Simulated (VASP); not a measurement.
# GdO (Pm-3m) in VASP: single point with r2SCAN+D4+U

Aim: the single point of GdO with r2SCAN+D4+U.

Program: VASP 6.6.1. These are calculated values, not measurements. Logs are shortened: lines on timing, memory, paths and dates and some standing lists are left out, and cuts for length are marked.

## 1. The cell of the first run

The structure is cubic, space group Pm-3m (No. 221). The conventional cell has a = 2.994 Å, b = 2.994 Å, c = 2.994 Å, α = 90.00°, β = 90.00°, γ = 90.00°. Gd (site symmetry m-3m) has 8 O at 2.59 Å and 6 Gd at 2.99 Å within 3.4 Å. O (site symmetry m-3m) has 8 Gd at 2.59 Å and 6 O at 2.99 Å within 3.4 Å.

## 2. Single point, r2SCAN+D4+U, collinear spin, ferromagnetic start

The input, POSCAR:

```
GdO
1.0
    2.9944849749      0.0000000000      0.0000000000
    0.0000000000      2.9944849749      0.0000000000
    0.0000000000      0.0000000000      2.9944849749
Gd O
1 1
Direct
    0.0000000000      0.0000000000      0.0000000000
    0.5000000000      0.5000000000      0.5000000000
```

The input, INCAR.step1:

```
SYSTEM = GdO
PREC = Accurate
ENCUT = 520
ISMEAR = 0
SIGMA = 0.05
LREAL = .False.
LASPH = .True.
NELM = 150
ISPIN = 2
MAGMOM = 7 0
LMAXMIX = 6
LDAU = .True.
LDAUTYPE = 2
LDAUL = 3 -1
LDAUU = 8 0
LDAUJ = 0 0
NBANDS = 23
GGA = PE
ALGO = Normal
EDIFF = 1E-4
LWAVE = .True.
LCHARG = .False.
```

The input, INCAR.step2:

```
SYSTEM = GdO
PREC = Accurate
ENCUT = 520
EDIFF = 1E-7
ISMEAR = 0
SIGMA = 0.05
LREAL = .False.
LASPH = .True.
NELM = 150
ALGO = Normal
ISIF = 2
LWAVE = .False.
LCHARG = .False.
ISPIN = 2
MAGMOM = 7 0
LORBIT = 11
LMAXMIX = 6
LDAU = .True.
LDAUTYPE = 2
LDAUL = 3 -1
LDAUU = 8 0
LDAUJ = 0 0
LDAUPRINT = 1
METAGGA = R2SCAN
LMIXTAU = .True.
IVDW = 13
VDW_S6 = 1.0
VDW_S8 = 0.6018749
VDW_A1 = 0.51559235
VDW_A2 = 5.77342911
NBANDS = 23
ISTART = 1
```

The input, KPOINTS:

```
regular mesh
0
Gamma
  12 12 12
  0 0 0
```

Potentials or basis: VASP PAW PBE potentials, release 64 (Gd, O).

The run is started by

```console
> cat potpaw_PBE.64/Gd/POTCAR potpaw_PBE.64/O/POTCAR > POTCAR
> cp INCAR.step1 INCAR
> mpirun -np 1 vasp_std > vasp.out
> cp INCAR.step2 INCAR
> mpirun -np 1 vasp_std > vasp.out
```

OUTCAR:

```text
SYSTEM = GdO
   PREC = Accurate
   ENCUT = 520
   EDIFF = 1E-7
   ISMEAR = 0
   LREAL = .False.
   LASPH = .True.
   NELM = 150
   ISIF = 2
   ISPIN = 2
   LORBIT = 11
   METAGGA = R2SCAN
   IVDW = 13
   ISTART = 1

 ion  position               nearest neighbor table
   1  0.000  0.000  0.000-   2 2.59   2 2.59   2 2.59   2 2.59   2 2.59   2 2.59   2 2.59   2 2.59

   2  0.500  0.500  0.500-   1 2.59   1 2.59   1 2.59   1 2.59   1 2.59   1 2.59   1 2.59   1 2.59

  LATTYP: Found a simple cubic cell.
 ALAT       =     2.9944849749

  Lattice vectors:

 A1 = (   2.9944849749,   0.0000000000,   0.0000000000)
 A2 = (   0.0000000000,   2.9944849749,   0.0000000000)
 A3 = (   0.0000000000,   0.0000000000,   2.9944849749)

Analysis of symmetry for initial positions (statically):
=====================================================================
 Subroutine PRICEL returns:
 Original cell was already a primitive cell.

 Routine SETGRP: Setting up the symmetry group for a
 simple cubic supercell.

 Subroutine GETGRP returns: Found 48 space group operations
 (whereof 48 operations were pure point group operations)
 out of a pool of 48 trial point group operations.

The static configuration has the point symmetry O_h .

Analysis of symmetry for dynamics (positions and initial velocities):
=====================================================================
 Subroutine PRICEL returns:
 Original cell was already a primitive cell.

 Routine SETGRP: Setting up the symmetry group for a
 simple cubic supercell.

 Subroutine GETGRP returns: Found 48 space group operations
 (whereof 48 operations were pure point group operations)
 out of a pool of 48 trial point group operations.

The dynamic configuration has the point symmetry O_h .

Analysis of structural, dynamic, and magnetic symmetry:
=====================================================================
 Subroutine PRICEL returns:
 Original cell was already a primitive cell.

 Routine SETGRP: Setting up the symmetry group for a
 simple cubic supercell.

 Subroutine GETGRP returns: Found 48 space group operations
 (whereof 48 operations were pure point group operations)
 out of a pool of 48 trial point group operations.

The overall configuration has the point symmetry O_h .

 Subroutine INISYM returns: Found 48 space group operations
 (whereof 48 operations are pure point group operations),
 and found     1 'primitive' translations

----------------------------------------------------------------------------------------

                                     Primitive cell

  volume of cell :      26.8514

  direct lattice vectors                    reciprocal lattice vectors
     2.994484975  0.000000000  0.000000000     0.333947242  0.000000000  0.000000000
     0.000000000  2.994484975  0.000000000     0.000000000  0.333947242  0.000000000
     0.000000000  0.000000000  2.994484975     0.000000000  0.000000000  0.333947242

  length of vectors
     2.994484975  2.994484975  2.994484975     0.333947242  0.333947242  0.333947242

  position of ions in fractional coordinates (direct lattice)
     0.000000000  0.000000000  0.000000000
     0.500000000  0.500000000  0.500000000

  ion indices of the primitive-cell ions
   primitive index   ion index
                 1           1
                 2           2

----------------------------------------------------------------------------------------

 KPOINTS: regular mesh

Automatic generation of k-mesh.
 Grid dimensions read from file:
 generate k-points for:   12   12   12

 Generating k-lattice:
[... 71 lines left out ...]
   TEBEG  =    0.0;   TEEND  =   0.0 temperature during run
   PSTRESS=    0.0 pullay stress
   NELECT =      24.0000    total number of electrons
   NUPDOWN=      -1.0000    fix difference up-down
   EMIN   =  10.00;   EMAX   =-10.00  energy-range for DOS
   EFERMI =   0.00;   METHOD = LEGACY
   ISMEAR =     0;   SIGMA  =   0.05  broadening in eV -4-tet -1-fermi 0-gaus
   EFERMI_NEDOS =   21; number of points for ismear=-14 and -15
   IALGO  =     38    algorithm
   IMIX   =      4    mixing-type and parameters
     AMIX     =   0.40;   BMIX     =  1.00
     AMIX_MAG =   1.60;   BMIX_MAG =  1.00
  volume/ion in A,a.u.               =      13.43        90.60
  Fermi-wavevector in a.u.,A,eV,Ry     =   1.576969  2.980039 33.835385  2.486831
  Thomas-Fermi vector in A             =   2.677722
   LORBIT       =     11    0 simple, 1 ext, 2 COOP (PROOUT), +10 PAW based schemes
 LDA+U is selected, type is set to LDAUTYPE =  2
   angular momentum for each species LDAUL =     3   -1
   U (eV)           for each species LDAUU =   8.0  0.0
   J (eV)           for each species LDAUJ =   0.0  0.0
   METAGGA = R2SCAN    functional components
   LHFCALC =     F    Hartree Fock is set to
   AEXX    =    0.0000 exact exchange contribution
   IVDW    =    13    specifies the selected vdW correction
   LEPSILON=     F    determine dielectric tensor
   LRPA    =     F    only Hartree local field effects (RPA)
 spin polarized calculation
 Gauss-broadening in eV      SIGMA  =   0.05
  energy-cutoff  :      520.00
  volume of cell :       26.85
 maximum number of plane-waves:       739
 NGX is ok and might be reduce to    24
   NGX = 11   NGY = 11   NGZ = 11

atom =   1  type =  1  l = 3

 onsite density matrix

spin component  1

  0.9922 -0.0000  0.0001  0.0000 -0.0000 -0.0000 -0.0000
 -0.0000  0.9977 -0.0000 -0.0000  0.0000  0.0000 -0.0000
  0.0001 -0.0000  0.9922  0.0000 -0.0000  0.0000 -0.0000
  0.0000 -0.0000  0.0000  0.9923 -0.0000 -0.0000 -0.0000
 -0.0000  0.0000 -0.0000 -0.0000  0.9922 -0.0000 -0.0001
 -0.0000  0.0000  0.0000 -0.0000 -0.0000  0.9921 -0.0000
 -0.0000 -0.0000 -0.0000 -0.0000 -0.0001 -0.0000  0.9922

spin component  2

  0.0026 -0.0000  0.0003 -0.0000 -0.0000  0.0000  0.0000
 -0.0000  0.0083 -0.0000  0.0000  0.0000 -0.0000  0.0000
  0.0003 -0.0000  0.0024  0.0000  0.0000 -0.0000  0.0000
 -0.0000  0.0000  0.0000  0.0028  0.0000  0.0000  0.0000
 -0.0000  0.0000  0.0000  0.0000  0.0024  0.0000 -0.0003
  0.0000 -0.0000 -0.0000  0.0000  0.0000  0.0021  0.0000
  0.0000  0.0000  0.0000  0.0000 -0.0003  0.0000  0.0026

 occupancies and eigenvectors

  o =  0.0021  v =  0.0000  0.0000  0.0000  0.0000  0.0000  0.0000  0.0000  0.6124 -0.0000 -0.7906  0.0000  0.0002 -0.0002  0.0001      0.0000  0.0000  0.0000  0.0000  0.0000  0.0000  0.0000  0.0000  0.0000  0.0000  0.0000  0.0000  0.0000  0.0000
  o =  0.0021  v =  0.0000  0.0000  0.0000  0.0000  0.0000  0.0000  0.0000 -0.0001 -0.0000  0.0002 -0.0000  0.7906 -0.0004  0.6124      0.0000  0.0000  0.0000  0.0000  0.0000  0.0000  0.0000  0.0000  0.0000  0.0000  0.0000  0.0000  0.0000  0.0000
  o =  0.0021  v =  0.0000  0.0000  0.0000  0.0000  0.0000  0.0000  0.0000 -0.0001 -0.0000  0.0001  0.0000 -0.0003 -1.0000 -0.0002      0.0000  0.0000  0.0000  0.0000  0.0000  0.0000  0.0000  0.0000  0.0000  0.0000  0.0000  0.0000  0.0000  0.0000
  o =  0.0028  v =  0.0000  0.0000  0.0000  0.0000  0.0000  0.0000  0.0000 -0.0003 -0.0000 -0.0002 -1.0000  0.0005 -0.0000 -0.0007      0.0000  0.0000  0.0000  0.0000  0.0000  0.0000  0.0000  0.0000  0.0000  0.0000  0.0000  0.0000  0.0000  0.0000
  o =  0.0028  v =  0.0000  0.0000  0.0000  0.0000  0.0000  0.0000  0.0000  0.7906  0.0000  0.6124 -0.0004  0.0016  0.0000 -0.0021      0.0000  0.0000  0.0000  0.0000  0.0000  0.0000  0.0000  0.0000  0.0000  0.0000  0.0000  0.0000  0.0000  0.0000
  o =  0.0028  v =  0.0000  0.0000  0.0000  0.0000  0.0000  0.0000  0.0000 -0.0021  0.0000 -0.0016  0.0009  0.6124  0.0000 -0.7906      0.0000  0.0000  0.0000  0.0000  0.0000  0.0000  0.0000  0.0000  0.0000  0.0000  0.0000  0.0000  0.0000  0.0000
  o =  0.0083  v =  0.0000  0.0000  0.0000  0.0000  0.0000  0.0000  0.0000  0.0000 -1.0000  0.0000 -0.0000 -0.0000  0.0000 -0.0000      0.0000  0.0000  0.0000  0.0000  0.0000  0.0000  0.0000  0.0000  0.0000  0.0000  0.0000  0.0000  0.0000  0.0000
  o =  0.9921  v = -0.0004 -0.0000  0.0006  0.0000 -0.0198 -0.9997 -0.0153  0.0000  0.0000  0.0000  0.0000  0.0000  0.0000  0.0000      0.0000  0.0000  0.0000  0.0000  0.0000  0.0000  0.0000  0.0000  0.0000  0.0000  0.0000  0.0000  0.0000  0.0000
  o =  0.9921  v = -0.0009  0.0000  0.0012 -0.0000 -0.7903  0.0250 -0.6122  0.0000  0.0000  0.0000  0.0000  0.0000  0.0000  0.0000      0.0000  0.0000  0.0000  0.0000  0.0000  0.0000  0.0000  0.0000  0.0000  0.0000  0.0000  0.0000  0.0000  0.0000
  o =  0.9921  v =  0.6124  0.0000 -0.7906 -0.0000 -0.0012 -0.0007 -0.0009  0.0000  0.0000  0.0000  0.0000  0.0000  0.0000  0.0000      0.0000  0.0000  0.0000  0.0000  0.0000  0.0000  0.0000  0.0000  0.0000  0.0000  0.0000  0.0000  0.0000  0.0000
  o =  0.9923  v =  0.7906 -0.0000  0.6124 -0.0005 -0.0012  0.0000  0.0015  0.0000  0.0000  0.0000  0.0000  0.0000  0.0000  0.0000      0.0000  0.0000  0.0000  0.0000  0.0000  0.0000  0.0000  0.0000  0.0000  0.0000  0.0000  0.0000  0.0000  0.0000
  o =  0.9923  v = -0.0016 -0.0000 -0.0012 -0.1056 -0.6089  0.0000  0.7861  0.0000  0.0000  0.0000  0.0000  0.0000  0.0000  0.0000      0.0000  0.0000  0.0000  0.0000  0.0000  0.0000  0.0000  0.0000  0.0000  0.0000  0.0000  0.0000  0.0000  0.0000
  o =  0.9923  v = -0.0002 -0.0000 -0.0002 -0.9944  0.0647 -0.0000 -0.0835  0.0000  0.0000  0.0000  0.0000  0.0000  0.0000  0.0000      0.0000  0.0000  0.0000  0.0000  0.0000  0.0000  0.0000  0.0000  0.0000  0.0000  0.0000  0.0000  0.0000  0.0000
  o =  0.9977  v = -0.0000 -1.0000 -0.0000  0.0000 -0.0000  0.0000 -0.0000  0.0000  0.0000  0.0000  0.0000  0.0000  0.0000  0.0000      0.0000  0.0000  0.0000  0.0000  0.0000  0.0000  0.0000  0.0000  0.0000  0.0000  0.0000  0.0000  0.0000  0.0000

 number of electron      23.9999994 magnetization       7.7642785

 Free energy of the ion-electron system (eV)
  ---------------------------------------------------
  ext. energy  EPLUGINS =         0.00000000
  ---------------------------------------------------
  free energy    TOTEN  =       -51.54956208 eV

  energy without entropy =      -51.54870258  energy(sigma->0) =      -51.54913233

 E-fermi :   7.1595     XC(G=0): -13.0562

 val. band max:        7.1557704335   @ k =   0.4167   0.3333   0.1667
 cond. band min:       7.1726764449   @ k =   0.3333   0.3333   0.1667
 fundamental gap:      0.0169060114
 Fermi energy:         7.1594644156

 spin component 1

 k-point     1 :       0.0000    0.0000    0.0000
  band No.  band energies     occupation
      1     -41.0926      1.00000
      2     -16.9670      1.00000
      3     -16.9670      1.00000
      4     -16.9669      1.00000
      5     -14.3672      1.00000
      6      -3.0779      1.00000
[... 1241 lines left out ...]
     22      22.1082      0.00000
     23      23.2478      0.00000

 [... further k-points ...]

------------------------ aborting loop because EDIFF is reached ----------------------------------------

  DFT-D4 for vdW energy calculation

  Edisp (eV):   -0.23222

  FORCE on cell =-STRESS in cart. coord.  units (eV):
  Direction    XX          YY          ZZ          XY          YZ          ZX
  --------------------------------------------------------------------------------------
  -------------------------------------------------------------------------------------
  Total       0.43930     0.43930     0.43930     0.00000     0.00000    -0.00000
  in kB      26.21253    26.21253    26.21253     0.00000     0.00000    -0.00000
  external pressure =       26.21 kB  Pullay stress =        0.00 kB

 VOLUME and BASIS-vectors are now :
 -----------------------------------------------------------------------------
  energy-cutoff  :      520.00
  volume of cell :       26.85
      direct lattice vectors                 reciprocal lattice vectors
     2.994484975  0.000000000  0.000000000     0.333947242  0.000000000  0.000000000
     0.000000000  2.994484975  0.000000000     0.000000000  0.333947242  0.000000000
     0.000000000  0.000000000  2.994484975     0.000000000  0.000000000  0.333947242

 POSITION                                       TOTAL-FORCE (eV/Angst)
 -----------------------------------------------------------------------------------
      0.00000      0.00000      0.00000         0.000000      0.000000      0.000000
      1.49724      1.49724      1.49724         0.000000      0.000000      0.000000
 -----------------------------------------------------------------------------------
    total drift:                                0.000000      0.000000     -0.000000

  FREE ENERGIE OF THE ION-ELECTRON SYSTEM (eV)
  ---------------------------------------------------
  free  energy   TOTEN  =       -51.7817815098 eV

  energy  without entropy=      -51.7809220146  energy(sigma->0) =      -51.78135176

 total charge

# of ion       s       p       d       f       tot
--------------------------------------------------
    1        2.029   5.627   0.795   6.967  15.417
    2        1.553   3.454   0.000   0.000   5.007
--------------------------------------------------
tot          3.582   9.081   0.795   6.967  20.425

 magnetization (x)

# of ion       s       p       d       f       tot
--------------------------------------------------
    1        0.002  -0.127   0.443   6.922   7.241
    2       -0.003  -0.067   0.000   0.000  -0.070
--------------------------------------------------
tot         -0.000  -0.194   0.443   6.922   7.171
```

Run time: 4.7 min. Hardware: 1 thread of Intel Xeon 6975P-C, shared host; peak memory 0.23 GiB.

What came out:

* Free energy: -51.7818 eV
* Pressure: 2.6 GPa
* Net moment: 7.76 μB per cell
* Site moments: Gd +7.24; O -0.07 μB
* Valence electrons inside the program's atomic spheres: Gd 15.42; O 5.01
* Dispersion energy per atom: -0.116 eV

Eigenvalues of the final occupation matrices:
```csv
site,spin,trace,eigenvalues
site 1 f,1,6.95,0.99 0.99 0.99 0.99 0.99 0.99 1.00
site 1 f,2,0.02,0.00 0.00 0.00 0.00 0.00 0.00 0.01
```

Caveat: the PAW data sets were made with another functional, which shifts forces and pressure a little; spin-orbit coupling is left out, which moves the levels of the heavy elements; a cell with one magnetic atom can't hold antiferromagnetic order, which such compounds often take; pairwise dispersion overbinds metals, which lowers pressure and volume.
